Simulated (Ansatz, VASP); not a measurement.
**One calculation of BF, two programs**

```
B F
1.0
     1.21741   -5.92843    0.00000
     1.21741    5.92843    0.00000
     0.00000    0.00000    3.08549
B F
2 2
Cartesian
  1.2174 -0.4043 0.7714
  1.2174 0.4043 2.3141
  1.2174 4.5185 0.7714
  1.2174 -4.5185 2.3141
```

Change from the starting cell: species swapped into the BaSi type (Cmcm, No. 63).

Alike in both runs: functional PBE; k mesh 12 × 12 × 10; occupations gaussian, width 0.02 eV; no spin polarisation.

Ansatz relaxed the structure, and its values are those at the end. VASP's run is a single point on that final structure, the one shown.

|  | VASP | Ansatz |
| --- | --- | --- |
| version | VASP 6.6.1 | Ansatz 0.2.0 |
| potentials or method | VASP PAW PBE potentials, release 64 (B, F), cutoff 520 eV | scalar-relativistic, plane waves, PAW |
| valence electrons in the cell | 20 | 20 |

```tsv
	VASP	Ansatz	Ansatz less VASP
gap on the k mesh at the Fermi level (eV)	1.51	1.52	+0.002
least direct gap on the mesh (eV)	1.51	1.52	+0.002
pressure (GPa)	0.2	0.0	-0.20
rms of the force components (eV/Å)	0.037	0.002	-0.0349
```

The functional is the same, so the differences come from potentials, cutoffs and numerics.
